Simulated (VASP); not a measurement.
# TiO2 (I4_1/amd) in VASP: a series of runs, part 2 of 2

VASP 6.6.1. Earlier steps stand in the parts before.

## 3. Single point, r2SCAN (strain +1.0%)

Contents of POSCAR:

```
TiO2
1.0
   -1.9077877987      1.9077877987      4.8396326517
    1.9077877987     -1.9077877987      4.8396326517
    1.9077877987      1.9077877987     -4.8396326517
Ti O
2 4
Direct
    0.7500000000      0.2500000000      0.5000000000
    0.0000000000      0.0000000000      0.0000000000
    0.5439105238      0.0439105238      0.5000000000
    0.7939105238      0.7939105238      0.0000000000
    0.2060894762      0.2060894762      0.0000000000
    0.9560894762      0.4560894762      0.5000000000
```

Contents of INCAR.step1:

```
SYSTEM = TiO2
ALGO = Normal
EDIFF = 1E-4
ENCUT = 520
GGA = PE
ISMEAR = 0
LASPH = .True.
LCHARG = .False.
LREAL = .False.
LWAVE = .True.
NBANDS = 33
NELM = 80
PREC = Accurate
SIGMA = 0.01
```

Contents of INCAR.step2:

```
SYSTEM = TiO2
ALGO = Normal
EDIFF = 1E-6
ENCUT = 520
ISIF = 2
ISMEAR = 0
ISTART = 1
LASPH = .True.
LCHARG = .True.
LELF = .True.
LMIXTAU = .True.
LREAL = .False.
LVHAR = .True.
LWAVE = .False.
METAGGA = R2SCAN
NBANDS = 33
NELM = 80
PREC = Accurate
SIGMA = 0.01
```

Contents of KPOINTS:

```
k-points
0
Gamma
  10 10 10
  0 0 0
```

Potentials or basis: VASP PAW PBE potentials, release 64 (Ti_sv, O).

Run with:

```sh
cat potpaw_PBE.64/Ti_sv/POTCAR potpaw_PBE.64/O/POTCAR > POTCAR
cp INCAR.step1 INCAR
mpirun -np 1 vasp_std > vasp.out
cp INCAR.step2 INCAR
mpirun -np 1 vasp_std > vasp.out
```

OUTCAR:

```text
SYSTEM = TiO2
   EDIFF = 1E-6
   ENCUT = 520
   ISIF = 2
   ISMEAR = 0
   ISTART = 1
   LASPH = .True.
   LREAL = .False.
   METAGGA = R2SCAN
   NELM = 80
   PREC = Accurate

 ion  position               nearest neighbor table
   1  0.750  0.250  0.500-   4 1.95   5 1.95   4 1.95   5 1.95   3 1.99   6 1.99
   2  0.000  0.000  0.000-   3 1.95   6 1.95   3 1.95   6 1.95   5 1.99   4 1.99
   3  0.544  0.044  0.500-   2 1.95   2 1.95   1 1.99
   4  0.794  0.794  0.000-   1 1.95   1 1.95   2 1.99
   5  0.206  0.206  0.000-   1 1.95   1 1.95   2 1.99
   6  0.956  0.456  0.500-   2 1.95   2 1.95   1 1.99

  LATTYP: Found a body centered tetragonal cell.
 ALAT       =     3.8155755974
 C/A-ratio  =     2.5367772322

  Lattice vectors:

 A1 = (  -1.9077877987,   1.9077877987,   4.8396326517)
 A2 = (   1.9077877987,  -1.9077877987,   4.8396326517)
 A3 = (   1.9077877987,   1.9077877987,  -4.8396326517)

Analysis of symmetry for initial positions (statically):
=====================================================================
 Subroutine PRICEL returns:
 Original cell was already a primitive cell.

 Routine SETGRP: Setting up the symmetry group for a
 body centered tetragonal supercell.

 Subroutine GETGRP returns: Found 16 space group operations
 (whereof  8 operations were pure point group operations)
 out of a pool of 16 trial point group operations.

The static configuration has the point symmetry D_2d.
 The point group associated with its full space group is D_4h.

Analysis of symmetry for dynamics (positions and initial velocities):
=====================================================================
 Subroutine PRICEL returns:
 Original cell was already a primitive cell.

 Routine SETGRP: Setting up the symmetry group for a
 body centered tetragonal supercell.

 Subroutine GETGRP returns: Found 16 space group operations
 (whereof  8 operations were pure point group operations)
 out of a pool of 16 trial point group operations.

The dynamic configuration has the point symmetry D_2d.
 The point group associated with its full space group is D_4h.

 Subroutine INISYM returns: Found 16 space group operations
 (whereof  8 operations are pure point group operations),
 and found     1 'primitive' translations

----------------------------------------------------------------------------------------

                                     Primitive cell

  volume of cell :      70.4584

  direct lattice vectors                    reciprocal lattice vectors
    -1.907787799  1.907787799  4.839632652     0.000000000  0.262083655  0.103313626
     1.907787799 -1.907787799  4.839632652     0.262083655  0.000000000  0.103313626
     1.907787799  1.907787799 -4.839632652     0.262083655  0.262083655  0.000000000

  length of vectors
     5.540880144  5.540880144  5.540880144     0.281711817  0.281711817  0.370642260

  position of ions in fractional coordinates (direct lattice)
     0.750000000  0.250000000  0.500000000
     0.000000000  0.000000000  0.000000000
[... 37 lines left out ...]

 Found    102 irreducible k-points:

 Following reciprocal coordinates:
            Coordinates               Weight
  0.000000  0.000000  0.000000      1.000000
  0.100000  0.000000  0.000000      8.000000
  0.200000  0.000000  0.000000      8.000000
  0.300000 -0.000000  0.000000      8.000000
  0.400000  0.000000  0.000000      8.000000
  0.500000 -0.000000  0.000000      4.000000
[... 16 lines left out ...]
  0.300000  0.300000  0.000000      8.000000
  0.400000  0.300000  0.000000     16.000000
 [... further k-points ...]
   k-points           NKPTS =    102   k-points in BZ     NKDIM =    102   number of bands    NBANDS=     33
   number of dos      NEDOS =    301   number of ions     NIONS =      6
   total plane-waves  NPLWV =  74088
   dimension x,y,z NGX =    42 NGY =   42 NGZ =   42
   dimension x,y,z NGXF=    84 NGYF=   84 NGZF=   84
   ions per type =               2   4
   NGX,Y,Z   is equivalent  to a cutoff of  12.60, 12.60, 12.60 a.u.
   NGXF,Y,Z  is equivalent  to a cutoff of  25.20, 25.20, 25.20 a.u.
 SYSTEM =  TiO2
   PREC   = accura    normal or accurate (medium, high low for compatibility)
   ISTART =      1    job   : 0-new  1-cont  2-samecut
   ICHARG =      0    charge: 1-file 2-atom 10-const
   ISPIN  =      1    spin polarized calculation?
   LNONCOLLINEAR =      F non collinear calculations
   LSORBIT =      F    spin-orbit coupling
   LASPH  =      T    aspherical Exc in radial PAW
   ENCUT  =  520.0 eV  38.22 Ry    6.18 a.u.  10.30 10.30 10.30*2*pi/ulx,y,z
   NELM   =     80;   NELMIN=  2; NELMDL=  0     # of ELM steps
   EDIFF  = 0.1E-05   stopping-criterion for ELM
   LREAL  =      F    real-space projection
   EDIFFG = 0.1E-04   stopping-criterion for IOM
   NSW    =      0    number of steps for IOM
   IBRION =     -1    ionic relax: 0-MD 1-quasi-New 2-CG
   NFREE  =      0    steps in history (QN), initial steepest desc. (CG)
   ISIF   =      2    stress and relaxation
   ISYM   =      2    0-nonsym 1-usesym 2-fastsym
   POTIM  = 0.5000    time-step for ionic-motion
   TEBEG  =    0.0;   TEEND  =   0.0 temperature during run
   PSTRESS=    0.0 pullay stress
   NELECT =      48.0000    total number of electrons
   NUPDOWN=      -1.0000    fix difference up-down
   EMIN   =  10.00;   EMAX   =-10.00  energy-range for DOS
   EFERMI =   0.00;   METHOD = LEGACY
   ISMEAR =     0;   SIGMA  =   0.01  broadening in eV -4-tet -1-fermi 0-gaus
   EFERMI_NEDOS =   21; number of points for ismear=-14 and -15
   IALGO  =     38    algorithm
   IMIX   =      4    mixing-type and parameters
     AMIX     =   0.40;   BMIX     =  1.00
     AMIX_MAG =   1.60;   BMIX_MAG =  1.00
  volume/ion in A,a.u.               =      11.74        79.25
  Fermi-wavevector in a.u.,A,eV,Ry     =   1.440493  2.722137 28.232351  2.075019
  Thomas-Fermi vector in A             =   2.559231
   LORBIT       =      0    0 simple, 1 ext, 2 COOP (PROOUT), +10 PAW based schemes
   METAGGA = R2SCAN    functional components
   LHFCALC =     F    Hartree Fock is set to
   AEXX    =    0.0000 exact exchange contribution
   IVDW    =     0    specifies the selected vdW correction
   LEPSILON=     F    determine dielectric tensor
   LRPA    =     F    only Hartree local field effects (RPA)
 non-spin polarized calculation
 Gauss-broadening in eV      SIGMA  =   0.01
  energy-cutoff  :      520.00
  volume of cell :       70.46
 maximum number of plane-waves:      1908
 NGX is ok and might be reduce to    42
   NGX = 21   NGY = 21   NGZ = 21

 number of electron      48.0000000 magnetization

 Free energy of the ion-electron system (eV)
  ---------------------------------------------------
  ext. energy  EPLUGINS =         0.00000000
  ---------------------------------------------------
  free energy    TOTEN  =       -69.83695115 eV

  energy without entropy =      -69.83695115  energy(sigma->0) =      -69.83695115

 E-fermi :   2.7731     XC(G=0): -11.2765

 val. band max:        2.7142924511   @ k =  -0.4000   0.4000   0.0000
 cond. band min:       5.2375624210   @ k =   0.0000   0.0000   0.0000
 fundamental gap:      2.5232699699
 Fermi energy:         2.7731486780

 k-point     1 :       0.0000    0.0000    0.0000
  band No.  band energies     occupation
      1     -55.9524      2.00000
      2     -55.9009      2.00000
      3     -31.3323      2.00000
      4     -31.1035      2.00000
      5     -31.1035      2.00000
      6     -31.0415      2.00000
[... 853 lines left out ...]
     32       9.3908      0.00000
     33      10.2340      0.00000

 [... further k-points ...]

------------------------ aborting loop because EDIFF is reached ----------------------------------------

  FORCE on cell =-STRESS in cart. coord.  units (eV):
  Direction    XX          YY          ZZ          XY          YZ          ZX
  --------------------------------------------------------------------------------------
  -------------------------------------------------------------------------------------
  Total       -2.2283310     -2.2283310     -1.6802950      0.0000000      0.0000000      0.0000000
  in kB      -50.6707991    -50.6707991    -38.2088170      0.0000000      0.0000000      0.0000000
  external PRESSURE =     -46.5168051 kB  Pullay stress =       0.0000000 kB

 VOLUME and BASIS-vectors are now :
 -----------------------------------------------------------------------------
  energy-cutoff  :      520.00
  volume of cell :       70.46
      direct lattice vectors                 reciprocal lattice vectors
    -1.907787799  1.907787799  4.839632652     0.000000000  0.262083655  0.103313626
     1.907787799 -1.907787799  4.839632652     0.262083655  0.000000000  0.103313626
     1.907787799  1.907787799 -4.839632652     0.262083655  0.262083655  0.000000000

 POSITION                                       TOTAL-FORCE (eV/Angst)
 -----------------------------------------------------------------------------------
      0.00000      1.90779      2.41982        -0.000000     -0.000000     -0.000000
      0.00000      0.00000      0.00000        -0.000000     -0.000000     -0.000000
      0.00000      1.90779      0.42502        -0.000000      0.000000     -0.032360
      0.00000      0.00000      7.68447         0.000000     -0.000000     -0.032360
      0.00000      0.00000      1.99479         0.000000     -0.000000      0.032360
      0.00000      1.90779      4.41461        -0.000000      0.000000      0.032360
 -----------------------------------------------------------------------------------
    total drift:                                0.000000     -0.000000      0.000000

  FREE ENERGIE OF THE ION-ELECTRON SYSTEM (eV)
  ---------------------------------------------------
  free  energy   TOTEN  =       -69.8369511518 eV

  energy  without entropy=      -69.8369511518  energy(sigma->0) =      -69.83695115
```

It took 30 min on 1 thread of Intel Xeon 8259CL, shared host; peak memory 0.4 GiB.

Results:

| Property | Result |
| --- | --- |
| Free energy | -69.8370 eV |
| Pressure | -4.7 GPa |
| Largest force | 0.032 eV/Å |
| Band gap on the k mesh | 2.52 eV (least direct gap 2.82 eV) |

Forces in eV/Å, atoms in the order of the input:
```
Ti   0.000  0.000  0.000
Ti   0.000  0.000  0.000
O    0.000  0.000 -0.032
O    0.000  0.000 -0.032
O    0.000  0.000  0.032
O    0.000  0.000  0.032
```

Caveat: the cell differs from its parent crystal (strain +1.0%); the cell stands under tension; the PAW data sets were made with another functional, which shifts forces and pressure a little. A k mesh can miss the band edges.
